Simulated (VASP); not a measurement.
# Ge (P6_3/mmc) in VASP: a series of runs

Runs on Ge. Level: PBE. Tasks: single point.

Everything below comes from runs of VASP 6.6.1. Logs are shortened: lines on timing, memory, paths and dates and some standing lists are left out, and cuts for length are marked.

### Step 1. The cell of the first run

Symmetry: P6_3/mmc, No. 194, hexagonal system. The conventional cell has a = 4.073 Å, b = 4.073 Å, c = 26.518 Å, α = 90.00°, β = 90.00°, γ = 120.00°. Ge (site symmetry 3m) has 4 Ge at 2.49 Å within 3.3 Å. Ge (site symmetry 3m) has 4 Ge at 2.49 Å within 3.3 Å. Ge (site symmetry 3m) has 4 Ge at 2.49 Å within 3.3 Å. Ge (site symmetry 3m) has 4 Ge at 2.49 to 2.51 Å within 3.3 Å.

The cell was generated, and may not be a known phase.

### Step 2. Single point, PBE

INCAR

```
SYSTEM = Ge
PREC     = Accurate       ! precision mode
ENCUT    = 520            ! plane-wave cutoff, eV
EDIFF    = 1E-6           ! SCF threshold, eV
ISMEAR   = 0              ! smearing method
SIGMA    = 0.1            ! smearing width, eV
LREAL    = Auto         
LASPH    = .True.         ! aspherical terms in the spheres
NELM     = 60             ! most SCF steps
ALGO     = Normal         ! electronic algorithm
ISIF     = 2              ! what is computed and relaxed
LWAVE    = .False.        ! write WAVECAR
LCHARG   = .False.        ! write CHGCAR
GGA      = PE             ! functional
NBANDS   = 126            ! bands
```

KPOINTS

```
Automatic mesh
0
Gamma
  6 6 1
  0 0 0
```

POSCAR

```
Ge
1.0
    4.0731341797     -0.0000000030      0.0000000000
   -2.0365670873      3.5274376742      0.0000000000
    0.0000000000      0.0000000000     26.5180053828
Ge
16
Direct
    0.0000000000      0.0000000000      0.0469498032
    0.0000000000      0.0000000000      0.5469498032
    0.0000000000      0.0000000000      0.4530501968
    0.0000000000      0.0000000000      0.9530501968
    0.3333333333      0.6666666667      0.0779903707
    0.6666666667      0.3333333333      0.5779903707
    0.3333333333      0.6666666667      0.4220096293
    0.6666666667      0.3333333333      0.9220096293
    0.3333333333      0.6666666667      0.1717879492
    0.6666666667      0.3333333333      0.6717879492
    0.3333333333      0.6666666667      0.3282120508
    0.6666666667      0.3333333333      0.8282120508
    0.3333333333      0.6666666667      0.7972327210
    0.6666666667      0.3333333333      0.2972327210
    0.3333333333      0.6666666667      0.7027672790
    0.6666666667      0.3333333333      0.2027672790
```

Potentials or basis: VASP PAW PBE potentials, release 64 (Ge_d).

Command:

```sh
$ cat potpaw_PBE.64/Ge_d/POTCAR > POTCAR
$ mpirun -np 1 vasp_std > vasp.out
```

OUTCAR:

```text
SYSTEM = Ge
   PREC = Accurate
   ENCUT = 520
   EDIFF = 1E-6
   ISMEAR = 0
   LREAL = Auto
   LASPH = .True.
   NELM = 60
   ISIF = 2
   GGA = PE

 ion  position               nearest neighbor table
   1  0.000  0.000  0.047-   4 2.49   5 2.49   5 2.49   5 2.49
   2  0.000  0.000  0.547-   3 2.49   6 2.49   6 2.49   6 2.49
   3  0.000  0.000  0.453-   2 2.49   7 2.49   7 2.49   7 2.49
   4  0.000  0.000  0.953-   1 2.49   8 2.49   8 2.49   8 2.49
   5  0.333  0.667  0.078-   9 2.49   1 2.49   1 2.49   1 2.49
   6  0.667  0.333  0.578-  10 2.49   2 2.49   2 2.49   2 2.49
[... 8 lines left out ...]
  15  0.333  0.667  0.703-  10 2.49  10 2.49  10 2.49  13 2.51
  16  0.667  0.333  0.203-   9 2.49   9 2.49   9 2.49  14 2.51

  LATTYP: Found a hexagonal cell.
 ALAT       =     4.0731341797
 C/A-ratio  =     6.5104669311

  Lattice vectors:

 A1 = (   4.0731341797,  -0.0000000030,   0.0000000000)
 A2 = (  -2.0365670873,   3.5274376742,   0.0000000000)
 A3 = (   0.0000000000,   0.0000000000,  26.5180053828)

Analysis of symmetry for initial positions (statically):
=====================================================================
 Subroutine PRICEL returns:
 Original cell was already a primitive cell.

 Routine SETGRP: Setting up the symmetry group for a
 hexagonal supercell.

 Subroutine GETGRP returns: Found 24 space group operations
 (whereof 12 operations were pure point group operations)
 out of a pool of 24 trial point group operations.

The static configuration has the point symmetry D_3d.
 The point group associated with its full space group is D_6h.

Analysis of symmetry for dynamics (positions and initial velocities):
=====================================================================
 Subroutine PRICEL returns:
 Original cell was already a primitive cell.

 Routine SETGRP: Setting up the symmetry group for a
 hexagonal supercell.

 Subroutine GETGRP returns: Found 24 space group operations
 (whereof 12 operations were pure point group operations)
 out of a pool of 24 trial point group operations.

The dynamic configuration has the point symmetry D_3d.
 The point group associated with its full space group is D_6h.

 Subroutine INISYM returns: Found 24 space group operations
 (whereof 12 operations are pure point group operations),
 and found     1 'primitive' translations

[... 103 lines left out ...]
   NELM   =     60;   NELMIN=  2; NELMDL= -5     # of ELM steps
   EDIFF  = 0.1E-05   stopping-criterion for ELM
   LREAL  =      T    real-space projection
   EDIFFG = 0.1E-04   stopping-criterion for IOM
   NSW    =      0    number of steps for IOM
[... 5 lines left out ...]
   TEBEG  =    0.0;   TEEND  =   0.0 temperature during run
   PSTRESS=    0.0 pullay stress
   NELECT =     224.0000    total number of electrons
   NUPDOWN=      -1.0000    fix difference up-down
   EMIN   =  10.00;   EMAX   =-10.00  energy-range for DOS
   EFERMI =   0.00;   METHOD = LEGACY
   ISMEAR =     0;   SIGMA  =   0.10  broadening in eV -4-tet -1-fermi 0-gaus
   EFERMI_NEDOS =   21; number of points for ismear=-14 and -15
   IALGO  =     38    algorithm
   IMIX   =      4    mixing-type and parameters
     AMIX     =   0.40;   BMIX     =  1.00
     AMIX_MAG =   1.60;   BMIX_MAG =  1.00
  volume/ion in A,a.u.               =      23.81       160.70
  Fermi-wavevector in a.u.,A,eV,Ry     =   1.371454  2.591672 25.591003  1.880886
  Thomas-Fermi vector in A             =   2.497149
   LORBIT       =      0    0 simple, 1 ext, 2 COOP (PROOUT), +10 PAW based schemes
   GGA     = PE    functional components
   LHFCALC =     F    Hartree Fock is set to
   AEXX    =    0.0000 exact exchange contribution
   IVDW    =     0    specifies the selected vdW correction
   LEPSILON=     F    determine dielectric tensor
   LRPA    =     F    only Hartree local field effects (RPA)
 non-spin polarized calculation
 Gauss-broadening in eV      SIGMA  =   0.10
  energy-cutoff  :      520.00
  volume of cell :      381.00
 maximum number of plane-waves:     10301
   NGX = 15   NGY = 15   NGZ = 99

 number of electron     223.9999799 magnetization

 Free energy of the ion-electron system (eV)
  ---------------------------------------------------
  ext. energy  EPLUGINS =         0.00000000
  ---------------------------------------------------
  free energy    TOTEN  =       -72.05888464 eV

  energy without entropy =      -72.05249551  energy(sigma->0) =      -72.05569008

 E-fermi :   4.4915     XC(G=0):  -9.6834

 val. band max:        4.4195537508   @ k =   0.0000   0.0000   0.0000
 cond. band min:       4.5174627639   @ k =   0.0000   0.0000   0.0000
 fundamental gap:      0.0979090131
 Fermi energy:         4.4915253082

 k-point     1 :       0.0000    0.0000    0.0000
  band No.  band energies     occupation
      1     -20.2605      2.00000
      2     -20.2605      2.00000
      3     -20.2603      2.00000
      4     -20.2603      2.00000
      5     -20.2536      2.00000
      6     -20.2536      2.00000
[... 878 lines left out ...]
    123       8.5173      0.00000
    124       8.9119      0.00000
 [bands above 124 left out]

------------------------ aborting loop because EDIFF is reached ----------------------------------------

  FORCE on cell =-STRESS in cart. coord.  units (eV):
  Direction    XX          YY          ZZ          XY          YZ          ZX
  --------------------------------------------------------------------------------------
  -------------------------------------------------------------------------------------
  Total        0.5638528      0.5638528      0.5720714     -0.0000000      0.0000000      0.0000000
  in kB        2.3710865      2.3710865      2.4056470     -0.0000000      0.0000000      0.0000000
  external PRESSURE =       2.3826066 kB  Pullay stress =       0.0000000 kB

 VOLUME and BASIS-vectors are now :
 -----------------------------------------------------------------------------
  energy-cutoff  :      520.00
  volume of cell :      381.00
      direct lattice vectors                 reciprocal lattice vectors
     4.073134180 -0.000000003  0.000000000     0.245511185  0.141745949  0.000000000
    -2.036567087  3.527437674  0.000000000     0.000000000  0.283491898  0.000000000
     0.000000000  0.000000000 26.518005383     0.000000000  0.000000000  0.037710227

 POSITION                                       TOTAL-FORCE (eV/Angst)
 -----------------------------------------------------------------------------------
      0.00000      0.00000      1.24502        -0.000000     -0.000000      0.001336
      0.00000      0.00000     14.50402         0.000000      0.000000      0.001336
      0.00000      0.00000     12.01399         0.000000     -0.000000     -0.001336
      0.00000      0.00000     25.27299        -0.000000      0.000000     -0.001336
      0.00000      2.35163      2.06815        -0.000000      0.000000     -0.004673
      2.03657      1.17581     15.32715         0.000000     -0.000000     -0.004673
[... 8 lines left out ...]
      0.00000      2.35163     18.63599        -0.000000     -0.000000     -0.009817
      2.03657      1.17581      5.37698         0.000000     -0.000000     -0.009817
 -----------------------------------------------------------------------------------
    total drift:                               -0.000000      0.000000      0.000000

  FREE ENERGIE OF THE ION-ELECTRON SYSTEM (eV)
  ---------------------------------------------------
  free  energy   TOTEN  =       -72.0588846424 eV

  energy  without entropy=      -72.0524955087  energy(sigma->0) =      -72.05569008
```

stdout:

```text
POSCAR found type information on POSCAR Ge
 POSCAR found :  1 types and      16 ions
 scaLAPACK will be used
 LDA part: xc-table for (Slater+PW92), standard interpolation
 POSCAR, INCAR and KPOINTS ok, starting setup
 FFT: planning ... GRIDC
 FFT: planning ... GRID_SOFT
 FFT: planning ... GRID
 WAVECAR not read
 entering main loop
```

Wall time 9.2 min (1 thread of Intel Xeon Platinum 8259CL at 2.50GHz (Skylake/Cascade Lake), shared host); peak memory 0.52 GiB.

Results:

| Property | Result |
| --- | --- |
| Free energy | -72.0589 eV |
| Pressure | 0.2 GPa |
| Largest force | 0.010 eV/Å |
| Band gap on the k mesh | 0.02 eV |

Forces in eV/Å, atoms in the order of the input:
```
Ge   0.000  0.000  0.001
Ge   0.000  0.000  0.001
Ge   0.000  0.000 -0.001
Ge   0.000  0.000 -0.001
Ge   0.000  0.000 -0.005
Ge   0.000  0.000 -0.005
Ge   0.000  0.000  0.005
Ge   0.000  0.000  0.005
Ge   0.000  0.000 -0.007
Ge   0.000  0.000 -0.007
Ge   0.000  0.000  0.007
Ge   0.000  0.000  0.007
Ge   0.000  0.000  0.010
Ge   0.000  0.000  0.010
Ge   0.000  0.000 -0.010
Ge   0.000  0.000 -0.010
```

Levels at points of the mesh, in eV from the valence-band top:
| k point | band 108 | band 109 | band 110 | band 111 | band 112 | band 113 | band 114 | band 115 | band 116 | band 117 |
| --- | --- | --- | --- | --- | --- | --- | --- | --- | --- | --- |
| (0.00, 0.00, 0.00) | -0.34 | -0.27 | -0.27 | -0.10 | 0.00 | 0.02 | 0.02 | 0.02 | 0.13 | 0.41 |
| (0.50, 0.00, 0.00) | -2.00 | -1.67 | -1.67 | -1.57 | -1.34 | 0.20 | 0.40 | 0.66 | 0.94 | 0.95 |

### Step 3. Single point, PBE

This run uses another cell than the first one, of 21.28 Å³/atom.

INCAR

```
PREC     = Accurate       # precision mode
ENCUT    = 520            # plane-wave cutoff, eV
EDIFF    = 1E-6           # SCF threshold, eV
ISMEAR   = 0              # smearing method
SIGMA    = 0.1            # smearing width, eV
LREAL    = Auto         
LASPH    = True           # aspherical terms in the spheres
NELM     = 100            # most SCF steps
ALGO     = Normal         # electronic algorithm
ISIF     = 2              # what is computed and relaxed
LWAVE    = False          # write WAVECAR
LCHARG   = False          # write CHGCAR
GGA      = PE             # functional
NBANDS   = 126            # bands
```

KPOINTS

```
Automatic mesh
0
Gamma
  6 6 1
```

POSCAR

```
Ge
1.0
    3.9191820100      0.0000000000      0.0000000000
   -1.9595910000      3.3941111800      0.0000000000
    0.0000000000      0.0000000000     25.6000205100
Ge
16
Direct
    0.0000000000      0.0000000000      0.0468800000
    0.0000000000      0.0000000000      0.5468800000
    0.0000000000      0.0000000000      0.4531200000
    0.0000000000      0.0000000000      0.9531200000
    0.3333333300      0.6666666700      0.0781300000
    0.6666666700      0.3333333300      0.5781300000
    0.3333333300      0.6666666700      0.4218700000
    0.6666666700      0.3333333300      0.9218700000
    0.3333333300      0.6666666700      0.1718800100
    0.6666666700      0.3333333300      0.6718800100
    0.3333333300      0.6666666700      0.3281199900
    0.6666666700      0.3333333300      0.8281199900
    0.3333333300      0.6666666700      0.7968800100
    0.6666666700      0.3333333300      0.2968800100
    0.3333333300      0.6666666700      0.7031199900
    0.6666666700      0.3333333300      0.2031199900
```

Potentials or basis: VASP PAW PBE potentials, release 64 (Ge_d).

Command:

```sh
$ cat potpaw_PBE.64/Ge_d/POTCAR > POTCAR
$ mpirun -np 1 vasp_std > vasp.out
```

OUTCAR:

```text
PREC = Accurate
   ENCUT = 520
   EDIFF = 1E-6
   ISMEAR = 0
   LREAL = Auto
   LASPH = True
   NELM = 100
   ISIF = 2
   GGA = PE

 ion  position               nearest neighbor table
   1  0.000  0.000  0.047-   5 2.40   5 2.40   5 2.40   4 2.40
   2  0.000  0.000  0.547-   6 2.40   6 2.40   6 2.40   3 2.40
   3  0.000  0.000  0.453-   7 2.40   7 2.40   7 2.40   2 2.40
   4  0.000  0.000  0.953-   8 2.40   8 2.40   8 2.40   1 2.40
   5  0.333  0.667  0.078-   1 2.40   1 2.40   1 2.40   9 2.40
   6  0.667  0.333  0.578-   2 2.40   2 2.40   2 2.40  10 2.40
[... 8 lines left out ...]
  15  0.333  0.667  0.703-  10 2.40  10 2.40  10 2.40  13 2.40
  16  0.667  0.333  0.203-   9 2.40   9 2.40   9 2.40  14 2.40

  LATTYP: Found a hexagonal cell.
 ALAT       =     3.9191820100
 C/A-ratio  =     6.5319805114

  Lattice vectors:

 A1 = (   3.9191820100,   0.0000000000,   0.0000000000)
 A2 = (  -1.9595910000,   3.3941111800,   0.0000000000)
 A3 = (   0.0000000000,   0.0000000000,  25.6000205100)

Analysis of symmetry for initial positions (statically):
=====================================================================
 Subroutine PRICEL returns:
 Original cell was already a primitive cell.

 Routine SETGRP: Setting up the symmetry group for a
 hexagonal supercell.

 Subroutine GETGRP returns: Found 24 space group operations
 (whereof 12 operations were pure point group operations)
 out of a pool of 24 trial point group operations.

The static configuration has the point symmetry D_3d.
 The point group associated with its full space group is D_6h.

Analysis of symmetry for dynamics (positions and initial velocities):
=====================================================================
 Subroutine PRICEL returns:
 Original cell was already a primitive cell.

[... 139 lines left out ...]
  volume/ion in A,a.u.               =      21.28       143.63
  Fermi-wavevector in a.u.,A,eV,Ry     =   1.423760  2.690517 27.580283  2.027094
  Thomas-Fermi vector in A             =   2.544324
   LORBIT       =      0    0 simple, 1 ext, 2 COOP (PROOUT), +10 PAW based schemes
   GGA     = PE    functional components
   LHFCALC =     F    Hartree Fock is set to
   AEXX    =    0.0000 exact exchange contribution
   IVDW    =     0    specifies the selected vdW correction
   LEPSILON=     F    determine dielectric tensor
   LRPA    =     F    only Hartree local field effects (RPA)
 non-spin polarized calculation
 Gauss-broadening in eV      SIGMA  =   0.10
  energy-cutoff  :      520.00
  volume of cell :      340.54
 maximum number of plane-waves:      9221
 NGX is ok and might be reduce to    30
   NGX = 15   NGY = 15   NGZ = 95

 number of electron     223.9999848 magnetization

 Free energy of the ion-electron system (eV)
  ---------------------------------------------------
  ext. energy  EPLUGINS =         0.00000000
  ---------------------------------------------------
  free energy    TOTEN  =       -71.01650465 eV

  energy without entropy =      -71.01536250  energy(sigma->0) =      -71.01593358

 E-fermi :   5.7938     XC(G=0): -10.2177

 val. band max:        5.6635811098   @ k =   0.0000   0.0000   0.0000
 cond. band min:       5.9026207206   @ k =   0.0000   0.0000   0.0000
 fundamental gap:      0.2390396108
 Fermi energy:         5.7938370463

 k-point     1 :       0.0000    0.0000    0.0000
  band No.  band energies     occupation
      1     -19.3289      2.00000
      2     -19.3289      2.00000
      3     -19.3276      2.00000
      4     -19.3276      2.00000
      5     -19.3251      2.00000
      6     -19.3251      2.00000
[... 878 lines left out ...]
    123       9.7607      0.00000
    124      10.2681      0.00000
 [bands above 124 left out]

------------------------ aborting loop because EDIFF is reached ----------------------------------------

  FORCE on cell =-STRESS in cart. coord.  units (eV):
  Direction    XX          YY          ZZ          XY          YZ          ZX
  --------------------------------------------------------------------------------------
  -------------------------------------------------------------------------------------
  Total       18.6558160     18.6558160     18.8831558      0.0000000     -0.0000000     -0.0000000
  in kB       87.7734203     87.7734202     88.8430273      0.0000001     -0.0000000     -0.0000000
  external PRESSURE =      88.1299559 kB  Pullay stress =       0.0000000 kB

 VOLUME and BASIS-vectors are now :
 -----------------------------------------------------------------------------
  energy-cutoff  :      520.00
  volume of cell :      340.54
      direct lattice vectors                 reciprocal lattice vectors
     3.919182010  0.000000000  0.000000000     0.255155284  0.147313972  0.000000000
    -1.959591000  3.394111180  0.000000000     0.000000000  0.294627944  0.000000000
     0.000000000  0.000000000 25.600020510     0.000000000  0.000000000  0.039062469

 POSITION                                       TOTAL-FORCE (eV/Angst)
 -----------------------------------------------------------------------------------
      0.00000      0.00000      1.20013        -0.000000     -0.000000      0.011167
      0.00000      0.00000     14.00014        -0.000000     -0.000000      0.011167
      0.00000      0.00000     11.59988        -0.000000      0.000000     -0.011167
      0.00000      0.00000     24.39989        -0.000000     -0.000000     -0.011167
     -0.00000      2.26274      2.00013        -0.000000      0.000000      0.003696
      1.95959      1.13137     14.80014         0.000000     -0.000000      0.003696
[... 8 lines left out ...]
     -0.00000      2.26274     17.99989         0.000000     -0.000000     -0.120143
      1.95959      1.13137      5.19988        -0.000000      0.000000     -0.120143
 -----------------------------------------------------------------------------------
    total drift:                               -0.000000      0.000000      0.000000

  FREE ENERGIE OF THE ION-ELECTRON SYSTEM (eV)
  ---------------------------------------------------
  free  energy   TOTEN  =       -71.0165046485 eV

  energy  without entropy=      -71.0153625021  energy(sigma->0) =      -71.01593358
```

stdout:

```text
POSCAR found type information on POSCAR Ge
 POSCAR found :  1 types and      16 ions
 scaLAPACK will be used
 LDA part: xc-table for (Slater+PW92), standard interpolation
 POSCAR, INCAR and KPOINTS ok, starting setup
 FFT: planning ... GRIDC
 FFT: planning ... GRID_SOFT
 FFT: planning ... GRID
 WAVECAR not read
 entering main loop
```

It took 11 min on 1 thread of Intel Xeon Platinum 8259CL at 2.50GHz (Skylake/Cascade Lake), shared host; peak memory 0.5 GiB.

Results:

- Free energy: -71.0165 eV
- Pressure: 8.8 GPa
- Largest force: 0.120 eV/Å
- Band gap on the k mesh: 0.24 eV

Forces on the atoms (eV/Å):
```
Ge   0.000  0.000  0.011
Ge   0.000  0.000  0.011
Ge   0.000  0.000 -0.011
Ge   0.000  0.000 -0.011
Ge   0.000  0.000  0.004
Ge   0.000  0.000  0.004
Ge   0.000  0.000 -0.004
Ge   0.000  0.000 -0.004
Ge   0.000  0.000 -0.050
Ge   0.000  0.000 -0.050
Ge   0.000  0.000  0.050
Ge   0.000  0.000  0.050
Ge   0.000  0.000  0.120
Ge   0.000  0.000  0.120
Ge   0.000  0.000 -0.120
Ge   0.000  0.000 -0.120
```

Caveat: the cell stands under pressure.

The gap in the log of VASP goes by the Fermi energy; the results here count the filled bands.